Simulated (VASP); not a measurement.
The system is TiSe2.

```
CELL_PARAMETERS angstrom
3.53300 0.00000 0.00000
-1.76650 3.05967 0.00000
0.00000 0.00000 5.99500
ATOMIC_POSITIONS crystal
Ti 0.00000 0.00000 0.00000
Se 0.33333 0.66667 0.25000
Se 0.66667 0.33333 0.75000
```

```yaml
Program: VASP 6.6.1
Task: relaxation of cell and atoms
Functional: LDA
Potentials_or_basis: VASP PAW LDA potentials, release 64 (Ti_sv, Se)
Cutoff: 500 eV
k_mesh: 15 × 15 × 8
Occupations: gaussian, width 0.1 eV
Spin: no spin polarisation
```

At the start: pressure -2.7 GPa; volume 21.60 Å³/atom.

Where does the relaxation end?

Over 14 steps the energy falls by 19.8 meV/atom and the volume is 19.85 Å³/atom (-8.1 %); space group P-3m1 (No. 164, to 0.1 Å) before and after.

The path:
| step | energy change (eV) | largest force (eV/Å) | pressure (GPa) | volume (Å³) |
| --- | --- | --- | --- | --- |
| 1 | 0.0000 | 0.1187 | -2.71 | 64.80 |
| 2 | -0.0234 | 0.5801 | 1.76 | 61.44 |
| 3 | -0.0264 | 0.4604 | 0.56 | 62.25 |
| 4 | -0.0439 | 0.2215 | 0.09 | 61.65 |
| 5 | -0.0463 | 0.0936 | -0.14 | 61.34 |
| 6 | -0.0497 | 0.0793 | -0.19 | 61.10 |
| 7 | -0.0571 | 0.0329 | -0.30 | 60.40 |
| 8 | -0.0542 | 0.0892 | -0.18 | 58.96 |
| 9 | -0.0592 | 0.0054 | -0.25 | 59.89 |
| 10 | -0.0593 | 0.0032 | -0.26 | 59.79 |
| 11 | -0.0584 | 0.0841 | 0.75 | 59.09 |
| 12 | -0.0594 | 0.0214 | 0.03 | 59.59 |
| 13 | -0.0595 | 0.0084 | -0.02 | 59.53 |
| 14 | -0.0595 | 0.0004 | 0.00 | 59.54 |

Final structure:
```
Ti Se
1.0
     3.44028    0.00000    0.00000
    -1.72014    2.97937    0.00000
     0.00000    0.00000    5.80922
Ti Se
1 2
Direct
  0.00000 0.00000 0.00000
  0.33333 0.66667 0.26523
  0.66667 0.33333 0.73477
```
